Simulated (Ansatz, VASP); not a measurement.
# Sn in VASP and in Ansatz

```xyz
2
Lattice="0.0000 3.3289 3.3289 3.3289 0.0000 3.3289 3.3289 3.3289 0.0000" Properties=species:S:1:pos:R:3 pbc="T T T"
Sn    3.3289    3.3289    3.3289
Sn    4.9934    4.9934    4.9934
```

Alike in both runs: task single point; functional PBE; k mesh 8 × 8 × 8; occupations gaussian, width 0.01 eV; no spin polarisation.

```csv
,VASP,Ansatz
version,VASP 6.6.1,Ansatz 0.2.0
potentials or method,"VASP PAW PBE potentials, release 64 (Sn_d), cutoff 520 eV","plane waves (420 eV) with PAW, scalar-relativistic"
valence electrons in the cell,28,28
```

|  | VASP | Ansatz | Ansatz less VASP |
| --- | --- | --- | --- |
| pressure (GPa) | -0.1 | -0.1 | +0.05 |
